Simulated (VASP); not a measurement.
Write the native input for VASP 6.6.1 that does the following.

```yaml
Task: single point
Functional: PBE
Potentials_or_basis: VASP PAW PBE potentials, release 64 (Ti_sv, C)
Cutoff: 520 eV
k_mesh: 9 × 6 × 1
Occupations: gaussian, width 0.1 eV
Spin: no spin polarisation
Dipole_correction: yes
Further_INCAR_settings: ALGO = Normal; EDIFF = 1e-06; NBANDS = 47
```

The structure of Ti6C lies in POSCAR:

```
Ti6C
1.0
    2.8319727860      0.0000000000      0.0000000000
    0.0000000000      4.5793473380      0.0000000000
    0.0000000000      0.0000000000     22.0506909065
Ti C
6 1
Direct
    0.5000000000      0.0000000000      0.1814002118
    0.0000000000      0.5000000000      0.2413504290
    0.5000000000      0.0000000000      0.3013006462
    0.5000000000      0.5000000000      0.3625816208
    0.0000000000      0.0000000000      0.4208167734
    0.5000000000      0.5000000000      0.4784743912
    0.6666666667      0.5000000000      0.5589609833
```

The input as run:

INCAR

```
SYSTEM = Ti6C
ALGO = Normal ; DIPOL = 0.5 0.5 0.364
EDIFF = 1E-6 ; ENCUT = 520
GGA = PE ; IDIPOL = 3
ISIF = 2 ; ISMEAR = 0
LASPH = .TRUE. ; LCHARG = .FALSE.
LDIPOL = .TRUE. ; LREAL = .FALSE.
LWAVE = .FALSE. ; NBANDS = 47
NELM = 80 ; PREC = Accurate
SIGMA = 0.1
```

KPOINTS

```
k-points
0
G
  9 6 1
  0 0 0
```

Potentials or basis: VASP PAW PBE potentials, release 64 (Ti_sv, C).

The run is started by

```console
$ cat potpaw_PBE.64/Ti_sv/POTCAR potpaw_PBE.64/C/POTCAR > POTCAR
$ mpirun -np 1 vasp_std > vasp.out
```

Results of the run:

```yaml
Largest_force: 1.595 eV/Å
Band_gap_on_the_k_mesh: zero (bands 38 and 39 overlap by 0.28 eV)
```

It took 21 min on 1 thread of Intel Xeon 8259CL (shared host), peak memory 0.48 GiB.
